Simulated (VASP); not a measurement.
# Rb (Fm-3m) in VASP: further runs

The runs below take Rb through single point, with PBE, HSE06.

Program: VASP 6.6.1. These are calculated values, not measurements. Logs are shortened: lines on timing, memory, paths and dates and some standing lists are left out, and cuts for length are marked.

## (1) The cell of the first run

It takes space group Fm-3m (No. 225, cubic). Conventional cell: a = 7.153 Å, b = 7.153 Å, c = 7.153 Å, α = 90.00°, β = 90.00°, γ = 90.00°.

This isn't the form of Rb at room conditions, which is bcc.

## (2) Single point, PBE

Contents of INCAR:

```
PREC     = Accurate       # precision mode
ENCUT    = 500            # plane-wave cutoff, eV
EDIFF    = 1E-6           # SCF threshold, eV
ISMEAR   = -1             # smearing method
SIGMA    = 0.1            # smearing width, eV
LREAL    = F              # projectors in reciprocal space
LASPH    = T              # aspherical terms in the spheres
NELM     = 120            # most SCF steps
ALGO     = Normal         # electronic algorithm
ISIF     = 2              # what is computed and relaxed
LWAVE    = F              # write WAVECAR
LCHARG   = F              # write CHGCAR
GGA      = PE             # functional
NBANDS   = 10             # bands
GGA_COMPAT= F
```

Contents of KPOINTS:

```
regular mesh
0
Gamma
  4 4 4
```

Contents of POSCAR:

```
Rb
1.0
    0.0000000000      3.5764607064      3.5764607064
    3.5764607064      0.0000000000      3.5764607064
    3.5764607064      3.5764607064      0.0000000000
Rb
1
Direct
    0.0000000000      0.0000000000      0.0000000000
```

Potentials or basis: VASP PAW PBE potentials, release 64 (Rb_sv).

Run with:

```sh
cat potpaw_PBE.64/Rb_sv/POTCAR > POTCAR
mpirun -np 1 vasp_std > vasp.out
```

OUTCAR:

```text
PREC = Accurate
   ENCUT = 500
   EDIFF = 1E-6
   ISMEAR = -1
   LREAL = F
   LASPH = T
   NELM = 120
   ISIF = 2
   GGA = PE

 ion  position               nearest neighbor table
   1  0.000  0.000  0.000-

  LATTYP: Found a face centered cubic cell.
 ALAT       =     7.1529214128

  Lattice vectors:

 A1 = (   0.0000000000,   3.5764607064,   3.5764607064)
 A2 = (   3.5764607064,   0.0000000000,   3.5764607064)
 A3 = (   3.5764607064,   3.5764607064,   0.0000000000)

Analysis of symmetry for initial positions (statically):
=====================================================================
 Subroutine PRICEL returns:
 Original cell was already a primitive cell.

 Routine SETGRP: Setting up the symmetry group for a
 face centered cubic supercell.

 Subroutine GETGRP returns: Found 48 space group operations
 (whereof 48 operations were pure point group operations)
 out of a pool of 48 trial point group operations.

The static configuration has the point symmetry O_h .

Analysis of symmetry for dynamics (positions and initial velocities):
=====================================================================
 Subroutine PRICEL returns:
 Original cell was already a primitive cell.

 Routine SETGRP: Setting up the symmetry group for a
 face centered cubic supercell.

 Subroutine GETGRP returns: Found 48 space group operations
 (whereof 48 operations were pure point group operations)
 out of a pool of 48 trial point group operations.

The dynamic configuration has the point symmetry O_h .

 Subroutine INISYM returns: Found 48 space group operations
 (whereof 48 operations are pure point group operations),
 and found     1 'primitive' translations

----------------------------------------------------------------------------------------

                                     Primitive cell

  volume of cell :      91.4935

  direct lattice vectors                    reciprocal lattice vectors
     0.000000000  3.576460706  3.576460706    -0.139803018  0.139803018  0.139803018
     3.576460706  0.000000000  3.576460706     0.139803018 -0.139803018  0.139803018
     3.576460706  3.576460706  0.000000000     0.139803018  0.139803018 -0.139803018

  length of vectors
     5.057879236  5.057879236  5.057879236     0.242145930  0.242145930  0.242145930

  position of ions in fractional coordinates (direct lattice)
     0.000000000  0.000000000  0.000000000

  ion indices of the primitive-cell ions
   primitive index   ion index
                 1           1

----------------------------------------------------------------------------------------

 KPOINTS: regular mesh

Automatic generation of k-mesh.
 Grid dimensions read from file:
 generate k-points for:    4    4    4

 Generating k-lattice:

  Cartesian coordinates                     Fractional coordinates (reciprocal lattice)
    -0.034950754  0.034950754  0.034950754     0.250000000  0.000000000  0.000000000
     0.034950754 -0.034950754  0.034950754     0.000000000  0.250000000  0.000000000
     0.034950754  0.034950754 -0.034950754     0.000000000  0.000000000  0.250000000

  Length of vectors
     0.060536482  0.060536482  0.060536482

  Shift w.r.t. Gamma in fractional coordinates (k-lattice)
     0.000000000  0.000000000  0.000000000

 Subroutine IBZKPT returns following result:
 ===========================================

 Found      8 irreducible k-points:

 Following reciprocal coordinates:
            Coordinates               Weight
  0.000000  0.000000  0.000000      1.000000
  0.250000  0.000000  0.000000      8.000000
  0.500000  0.000000  0.000000      4.000000
  0.250000  0.250000  0.000000      6.000000
  0.500000  0.250000  0.000000     24.000000
 -0.250000  0.250000  0.000000     12.000000
  0.500000  0.500000  0.000000      3.000000
 -0.250000  0.500000  0.250000      6.000000
   k-points           NKPTS =      8   k-points in BZ     NKDIM =      8   number of bands    NBANDS=     10
   number of dos      NEDOS =    301   number of ions     NIONS =      1
   total plane-waves  NPLWV =  64000
   dimension x,y,z NGX =    40 NGY =   40 NGZ =   40
   dimension x,y,z NGXF=    80 NGYF=   80 NGZF=   80
   ions per type =               1
   NGX,Y,Z   is equivalent  to a cutoff of  13.15, 13.15, 13.15 a.u.
   NGXF,Y,Z  is equivalent  to a cutoff of  26.29, 26.29, 26.29 a.u.
 SYSTEM =  unknown system
   PREC   = accura    normal or accurate (medium, high low for compatibility)
   ISTART =      0    job   : 0-new  1-cont  2-samecut
   ICHARG =      2    charge: 1-file 2-atom 10-const
   ISPIN  =      1    spin polarized calculation?
   LNONCOLLINEAR =      F non collinear calculations
   LSORBIT =      F    spin-orbit coupling
   LASPH  =      T    aspherical Exc in radial PAW
   ENCUT  =  500.0 eV  36.75 Ry    6.06 a.u.   9.22  9.22  9.22*2*pi/ulx,y,z
   NELM   =    120;   NELMIN=  2; NELMDL= -5     # of ELM steps
   EDIFF  = 0.1E-05   stopping-criterion for ELM
   LREAL  =      F    real-space projection
[... 7 lines left out ...]
   TEBEG  =    0.0;   TEEND  =   0.0 temperature during run
   PSTRESS=    0.0 pullay stress
   NELECT =       9.0000    total number of electrons
   NUPDOWN=      -1.0000    fix difference up-down
   EMIN   =  10.00;   EMAX   =-10.00  energy-range for DOS
   EFERMI =   0.00;   METHOD = LEGACY
   ISMEAR =    -1;   SIGMA  =   0.10  broadening in eV -4-tet -1-fermi 0-gaus
   EFERMI_NEDOS =   21; number of points for ismear=-14 and -15
   IALGO  =     38    algorithm
   IMIX   =      4    mixing-type and parameters
     AMIX     =   0.40;   BMIX     =  1.00
     AMIX_MAG =   1.60;   BMIX_MAG =  1.00
  volume/ion in A,a.u.               =      91.49       617.43
  Fermi-wavevector in a.u.,A,eV,Ry     =   0.755716  1.428097  7.770387  0.571107
  Thomas-Fermi vector in A             =   1.853674
   LORBIT       =      0    0 simple, 1 ext, 2 COOP (PROOUT), +10 PAW based schemes
   GGA     = PE    functional components
   LHFCALC =     F    Hartree Fock is set to
   AEXX    =    0.0000 exact exchange contribution
   IVDW    =     0    specifies the selected vdW correction
   LEPSILON=     F    determine dielectric tensor
   LRPA    =     F    only Hartree local field effects (RPA)
 non-spin polarized calculation
  energy-cutoff  :      500.00
  volume of cell :       91.49
 maximum number of plane-waves:      2346
 NGX is ok and might be reduce to    40
   NGX = 19   NGY = 19   NGZ = 19

 number of electron       9.0000000 magnetization

 Free energy of the ion-electron system (eV)
  ---------------------------------------------------
  ext. energy  EPLUGINS =         0.00000000
  ---------------------------------------------------
  free energy    TOTEN  =        -0.91541047 eV

  energy without entropy =       -0.86871781  energy(sigma->0) =       -0.89206414

 E-fermi :   0.0670     XC(G=0):  -5.4513

 val. band max:       -0.2914428205   @ k =  -0.2500   0.2500   0.0000
 cond. band min:       0.1356092466   @ k =   0.5000   0.0000   0.0000
 fundamental gap:      0.4270520672
 Fermi energy:         0.0670443740

 k-point     1 :       0.0000    0.0000    0.0000
  band No.  band energies     occupation
      1     -28.8957      2.00000
      2     -12.9400      2.00000
      3     -12.9400      2.00000
      4     -12.9400      2.00000
      5      -1.9648      2.00000
      6       3.5895      0.00000
      7       3.5895      0.00000
      8       3.5895      0.00000
      9       4.9202      0.00000
     10       4.9202      0.00000

 k-point     2 :       0.2500    0.0000    0.0000
  band No.  band energies     occupation
      1     -28.8939      2.00000
      2     -12.9869      2.00000
      3     -12.9464      2.00000
      4     -12.9464      2.00000
      5      -1.2977      2.00000
      6       2.3003      0.00000
      7       3.6524      0.00000
      8       3.6524      0.00000
      9       4.7514      0.00000
     10       4.7514      0.00000

 k-point     3 :       0.5000    0.0000    0.0000
  band No.  band energies     occupation
      1     -28.8921      2.00000
      2     -13.0326      2.00000
      3     -12.9528      2.00000
      4     -12.9528      2.00000
      5       0.1356      0.67000
      6       0.6548      0.00559
      7       3.3812      0.00000
      8       3.3812      0.00000
      9       5.5446      0.00000
     10       5.6935      0.00000

 k-point     4 :       0.2500    0.2500    0.0000
  band No.  band energies     occupation
      1     -28.8933      2.00000
      2     -12.9850      2.00000
      3     -12.9570      2.00000
      4     -12.9570      2.00000
      5      -1.0826      1.99998
      6       2.4471      0.00000
      7       3.0839      0.00000
      8       3.8386      0.00000
      9       3.8386      0.00000
     10       5.3296      0.00000

 k-point     5 :       0.5000    0.2500    0.0000
  band No.  band energies     occupation
      1     -28.8914      2.00000
      2     -13.0167      2.00000
      3     -12.9768      2.00000
      4     -12.9634      2.00000
      5       0.2291      0.33019
      6       1.3462      0.00001
      7       2.2749      0.00000
      8       3.7972      0.00000
      9       4.1233      0.00000
     10       5.7528      0.00000

 k-point     6 :      -0.2500    0.2500    0.0000
  band No.  band energies     occupation
      1     -28.8921      2.00000
      2     -13.0064      2.00000
      3     -12.9789      2.00000
      4     -12.9529      2.00000
      5      -0.2914      1.94602
      6       1.8632      0.00000
      7       2.1920      0.00000
      8       3.7817      0.00000
      9       4.6522      0.00000
     10       5.1506      0.00000

 k-point     7 :       0.5000    0.5000    0.0000
  band No.  band energies     occupation
      1     -28.8908      2.00000
      2     -13.0272      2.00000
      3     -12.9739      2.00000
      4     -12.9739      2.00000
      5       0.6336      0.00690
      6       1.3979      0.00000
      7       1.8233      0.00000
      8       4.4689      0.00000
      9       4.4689      0.00000
     10       4.8758      0.00000

 k-point     8 :      -0.2500    0.5000    0.2500
  band No.  band energies     occupation
      1     -28.8908      2.00000
      2     -13.0006      2.00000
      3     -13.0006      2.00000
      4     -12.9747      2.00000
      5       1.1722      0.00003
      6       1.5434      0.00000
      7       1.5434      0.00000
      8       2.4824      0.00000
      9       5.4719      0.00000
     10       5.4827      0.00000

------------------------ aborting loop because EDIFF is reached ----------------------------------------

  FORCE on cell =-STRESS in cart. coord.  units (eV):
  Direction    XX          YY          ZZ          XY          YZ          ZX
  --------------------------------------------------------------------------------------
  -------------------------------------------------------------------------------------
  Total        0.0283402      0.0283402      0.0283402      0.0000000      0.0000000      0.0000000
  in kB        0.4962757      0.4962757      0.4962757      0.0000000      0.0000000      0.0000000
  external PRESSURE =       0.4962757 kB  Pullay stress =       0.0000000 kB

 VOLUME and BASIS-vectors are now :
 -----------------------------------------------------------------------------
  energy-cutoff  :      500.00
  volume of cell :       91.49
      direct lattice vectors                 reciprocal lattice vectors
     0.000000000  3.576460706  3.576460706    -0.139803018  0.139803018  0.139803018
     3.576460706  0.000000000  3.576460706     0.139803018 -0.139803018  0.139803018
     3.576460706  3.576460706  0.000000000     0.139803018  0.139803018 -0.139803018

 POSITION                                       TOTAL-FORCE (eV/Angst)
 -----------------------------------------------------------------------------------
      0.00000      0.00000      0.00000         0.000000     -0.000000      0.000000
 -----------------------------------------------------------------------------------
    total drift:                               -0.000000     -0.000000     -0.000000

  FREE ENERGIE OF THE ION-ELECTRON SYSTEM (eV)
  ---------------------------------------------------
  free  energy   TOTEN  =        -0.9154104717 eV

  energy  without entropy=       -0.8687178101  energy(sigma->0) =       -0.89206414
```

It took 7.5 s on 1 thread of Intel Xeon Platinum 8259CL at 2.50GHz (Skylake/Cascade Lake), shared host; peak memory 0.22 GiB.

What came out:

- Free energy: -0.9154 eV
- Pressure: 0.0 GPa
- Band gap on the k mesh: zero (an odd number of electrons rules out a gap without spin polarisation)

Levels at points of the mesh, in eV from the Fermi level:
```
           k point  band 2  band 3  band 4  band 5  band 6  band 7
(0.00, 0.00, 0.00)  -13.01  -13.01  -13.01   -2.03    3.52    3.52
(0.50, 0.00, 0.00)  -13.10  -13.02  -13.02    0.07    0.59    3.31
(0.50, 0.50, 0.00)  -13.09  -13.04  -13.04    0.57    1.33    1.76
```

Caveat: the k points lie up to 0.38 Å⁻¹ apart, too coarse for converged energies and pressures of a metal.

## (3) Single point, HSE06

POSCAR is that of step 2.

Contents of INCAR.step1:

```
SYSTEM = Rb
  PREC = Accurate
  ENCUT = 400
  EDIFF = 1E-5
  ISMEAR = -1
  SIGMA = 0.1
  LREAL = .FALSE.
  LASPH = .TRUE.
  NELM = 120
  ALGO = Normal
  ISIF = 2
  LWAVE = .TRUE.
  LCHARG = .FALSE.
  GGA = PE
  NBANDS = 10
  GGA_COMPAT = .FALSE.
```

Contents of INCAR.step2:

```
SYSTEM = Rb
  PREC = Accurate
  ENCUT = 400
  EDIFF = 1E-6
  ISMEAR = -1
  SIGMA = 0.1
  LREAL = .FALSE.
  LASPH = .TRUE.
  NELM = 120
  ALGO = Normal
  ISIF = 2
  LWAVE = .FALSE.
  LCHARG = .FALSE.
  GGA = PE
  LHFCALC = .TRUE.
  HFSCREEN = 0.2079
  PRECFOCK = Normal
  ISTART = 1
  NBANDS = 10
  GGA_COMPAT = .FALSE.
```

Contents of KPOINTS:

```
regular mesh
0
G
  4 4 4
  0 0 0
```

Potentials or basis: VASP PAW PBE potentials, release 64 (Rb_sv).

Run with:

```sh
cat potpaw_PBE.64/Rb_sv/POTCAR > POTCAR
cp INCAR.step1 INCAR
mpirun -np 1 vasp_std > vasp.out
cp INCAR.step2 INCAR
mpirun -np 1 vasp_std > vasp.out
```

Wall time 3.7 min (1 thread of Intel Xeon Platinum 8259CL at 2.50GHz (Skylake/Cascade Lake), shared host); peak memory 0.29 GiB.

It converged, with:

| Quantity | Value |
| --- | --- |
| Free energy | -0.9755 eV |
| Pressure | 0.1 GPa |
| Band gap on the k mesh | zero (an odd number of electrons rules out a gap without spin polarisation) |

Levels at points of the mesh, in eV from the Fermi level:
```tsv
k point	band 2	band 3	band 4	band 5	band 6	band 7
(0.00, 0.00, 0.00)	-14.42	-14.42	-14.42	-2.38	3.90	3.90
(0.50, 0.00, 0.00)	-14.52	-14.43	-14.43	0.11	0.56	3.66
(0.50, 0.50, 0.00)	-14.51	-14.46	-14.46	0.67	1.39	2.00
```

Caveat: the k points lie up to 0.38 Å⁻¹ apart, too coarse for converged energies and pressures of a metal; the PAW data sets were made with another functional, which shifts forces and pressure a little.

The gap in the log of VASP goes by the Fermi energy; the results here count the filled bands.